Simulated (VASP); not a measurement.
# TeRu (F-43m) in VASP: a series of runs, part 2 of 3

VASP 6.6.1.

**3. Single point, PBEsol (25.06 Å³/atom)**

This run uses another cell than the first one, of 25.06 Å³/atom.

Contents of INCAR:

```
SYSTEM = TeRu
ALGO = Normal ; EDIFF = 1E-7
ENCUT = 520 ; GGA = PS
ISIF = 2 ; ISMEAR = 0
LASPH = .TRUE. ; LCHARG = .FALSE.
LREAL = .FALSE. ; LWAVE = .FALSE.
NBANDS = 17 ; NELM = 60
PREC = Accurate ; SIGMA = 0.05
```

Contents of KPOINTS:

```
k-points
0
G
  8 8 8
  0 0 0
```

Contents of POSCAR:

```
TeRu
1.0
    0.0000000000      2.9263396182      2.9263396182
    2.9263396182      0.0000000000      2.9263396182
    2.9263396182      2.9263396182      0.0000000000
Ru Te
1 1
Direct
    0.0000000000      0.0000000000      0.0000000000
    0.2500000000      0.2500000000      0.2500000000
```

Potentials or basis: VASP PAW PBE potentials, release 64 (Ru_pv, Te).

Started as:

```
$ cat potpaw_PBE.64/Ru_pv/POTCAR potpaw_PBE.64/Te/POTCAR > POTCAR
$ mpirun -np 1 vasp_std > vasp.out
```

OUTCAR:

```text
SYSTEM = TeRu
   EDIFF = 1E-7
   ENCUT = 520
   GGA = PS
   ISIF = 2
   ISMEAR = 0
   LASPH = .TRUE.
   LREAL = .FALSE.
   NELM = 60
   PREC = Accurate

 ion  position               nearest neighbor table
   1  0.000  0.000  0.000-   2 2.53   2 2.53   2 2.53   2 2.53
   2  0.250  0.250  0.250-   1 2.53   1 2.53   1 2.53   1 2.53

  LATTYP: Found a face centered cubic cell.
 ALAT       =     5.8526792364

  Lattice vectors:

 A1 = (   0.0000000000,   2.9263396182,   2.9263396182)
 A2 = (   2.9263396182,   0.0000000000,   2.9263396182)
 A3 = (   2.9263396182,   2.9263396182,   0.0000000000)

Analysis of symmetry for initial positions (statically):
=====================================================================
 Subroutine PRICEL returns:
 Original cell was already a primitive cell.

 Routine SETGRP: Setting up the symmetry group for a
 face centered cubic supercell.

 Subroutine GETGRP returns: Found 24 space group operations
 (whereof 24 operations were pure point group operations)
 out of a pool of 48 trial point group operations.

The static configuration has the point symmetry T_d .

Analysis of symmetry for dynamics (positions and initial velocities):
=====================================================================
 Subroutine PRICEL returns:
 Original cell was already a primitive cell.

 Routine SETGRP: Setting up the symmetry group for a
 face centered cubic supercell.

 Subroutine GETGRP returns: Found 24 space group operations
 (whereof 24 operations were pure point group operations)
 out of a pool of 48 trial point group operations.

The dynamic configuration has the point symmetry T_d .

 Subroutine INISYM returns: Found 24 space group operations
 (whereof 24 operations are pure point group operations),
 and found     1 'primitive' translations

----------------------------------------------------------------------------------------

[... 110 lines left out ...]
   IMIX   =      4    mixing-type and parameters
     AMIX     =   0.40;   BMIX     =  1.00
     AMIX_MAG =   1.60;   BMIX_MAG =  1.00
  volume/ion in A,a.u.               =      25.06       169.11
  Fermi-wavevector in a.u.,A,eV,Ry     =   1.205267  2.277625 19.764771  1.452670
  Thomas-Fermi vector in A             =   2.340969
   LORBIT       =      0    0 simple, 1 ext, 2 COOP (PROOUT), +10 PAW based schemes
   GGA     = PS    functional components
   LHFCALC =     F    Hartree Fock is set to
   AEXX    =    0.0000 exact exchange contribution
   IVDW    =     0    specifies the selected vdW correction
   LEPSILON=     F    determine dielectric tensor
   LRPA    =     F    only Hartree local field effects (RPA)
 non-spin polarized calculation
 Gauss-broadening in eV      SIGMA  =   0.05
  energy-cutoff  :      520.00
  volume of cell :       50.12
 maximum number of plane-waves:      1365
   NGX = 15   NGY = 15   NGZ = 15

 number of electron      19.9999998 magnetization

 Free energy of the ion-electron system (eV)
  ---------------------------------------------------
  ext. energy  EPLUGINS =         0.00000000
  ---------------------------------------------------
  free energy    TOTEN  =       -12.85060837 eV

  energy without entropy =      -12.84681861  energy(sigma->0) =      -12.84871349

 E-fermi :   7.0194     XC(G=0): -10.3742

 val. band max:        6.9959679007   @ k =   0.3750   0.2500   0.0000
 cond. band min:       7.0300304343   @ k =   0.5000   0.3750   0.0000
 fundamental gap:      0.0340625336
 Fermi energy:         7.0194305159

 k-point     1 :       0.0000    0.0000    0.0000
  band No.  band energies     occupation
      1     -35.1103      2.00000
      2     -35.1103      2.00000
      3     -35.1103      2.00000
      4      -5.8042      2.00000
      5       2.7592      2.00000
      6       2.7592      2.00000
[... 457 lines left out ...]
      4      -4.7582      2.00000
      5       2.1205      2.00000
      6       2.7365      2.00000
[... 9 lines left out ...]
     16      16.7259      0.00000
     17      17.8847      0.00000

 [... further k-points ...]

------------------------ aborting loop because EDIFF is reached ----------------------------------------

  FORCE on cell =-STRESS in cart. coord.  units (eV):
  Direction    XX          YY          ZZ          XY          YZ          ZX
  --------------------------------------------------------------------------------------
  -------------------------------------------------------------------------------------
  Total       -0.6805030     -0.6805030     -0.6805030      0.0000000      0.0000000      0.0000000
  in kB      -21.7538662    -21.7538662    -21.7538662      0.0000000      0.0000000      0.0000000
  external PRESSURE =     -21.7538662 kB  Pullay stress =       0.0000000 kB

 VOLUME and BASIS-vectors are now :
 -----------------------------------------------------------------------------
  energy-cutoff  :      520.00
  volume of cell :       50.12
      direct lattice vectors                 reciprocal lattice vectors
     0.000000000  2.926339618  2.926339618    -0.170861918  0.170861918  0.170861918
     2.926339618  0.000000000  2.926339618     0.170861918 -0.170861918  0.170861918
     2.926339618  2.926339618  0.000000000     0.170861918  0.170861918 -0.170861918

 POSITION                                       TOTAL-FORCE (eV/Angst)
 -----------------------------------------------------------------------------------
      0.00000      0.00000      0.00000         0.000000      0.000000      0.000000
      1.46317      1.46317      1.46317        -0.000000     -0.000000     -0.000000
 -----------------------------------------------------------------------------------
    total drift:                               -0.000000     -0.000000     -0.000000

  FREE ENERGIE OF THE ION-ELECTRON SYSTEM (eV)
  ---------------------------------------------------
  free  energy   TOTEN  =       -12.8506083683 eV

  energy  without entropy=      -12.8468186134  energy(sigma->0) =      -12.84871349
```

stdout:

```text
POSCAR found type information on POSCAR RuTe
 POSCAR found :  2 types and       2 ions
 scaLAPACK will be used
 -----------------------------------------------------------------------------
|                                                                             |
|                                                                             |
|     You enforced a specific xc type in the INCAR file but a different       |
|     I HOPE YOU KNOW WHAT YOU ARE DOING!                                     |
|                                                                             |
 -----------------------------------------------------------------------------

 LDA part: xc-table for (Slater+PW92), standard interpolation
 POSCAR, INCAR and KPOINTS ok, starting setup
 FFT: planning ... GRIDC
 FFT: planning ... GRID_SOFT
 FFT: planning ... GRID
 WAVECAR not read
 entering main loop
```

Wall time 11 s (1 thread of AMD EPYC 9R45 (Zen 5), shared host); peak memory 0.16 GiB.

What came out:

| Item | Value |
| --- | --- |
| Free energy | -12.8506 eV |
| Pressure | -2.2 GPa |
| Band gap on the k mesh | zero (bands 10 and 11 overlap by 3.28 eV) |

Caveat: the PAW data sets were made with another functional, which shifts forces and pressure a little; spin-orbit coupling is left out, which moves the levels of the heavy elements.

(Continued in part 3 of 3.)
